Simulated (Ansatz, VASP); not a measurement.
# Two plane-wave programs on AlP

```
Al P
1.0
     0.00000    2.73926    2.73926
     2.73926    0.00000    2.73926
     2.73926    2.73926    0.00000
Al P
1 1
Direct
  0.00000 0.00000 0.00000
  0.25000 0.25000 0.25000
```

Alike in both runs: task single point; functional PBE-based screened hybrid with a share of 0.15 of exact exchange and HFSCREEN = 0.2078; k mesh 4 × 4 × 4; no spin polarisation.

|  | VASP | Ansatz |
| --- | --- | --- |
| version | VASP 6.6.1 | Ansatz 0.2.0 |
| potentials or method | VASP PAW PBE potentials, release 64 (Al, P) | plane waves |
| plane-wave cutoff (eV) | 400 | 420 |
| occupations | gaussian, width 0.01 eV | fixed |
| valence electrons in the cell | 8 | 8 |

Ansatz gave:

```
gap on the k mesh at the Fermi level (eV) : 2.00
pressure (GPa)                            : 0.8
```

Task: Estimate VASP's values.

Result: gap on the k mesh at the Fermi level (eV): 2.00; pressure (GPa): 0.6.

VASP's potentials were made for PBE, not for PBE-based screened hybrid. Ansatz's warnings: stress exchange threshold loose, stress scf threshold loose.

The k mesh is coarse, so the values compare programs but aren't converged.
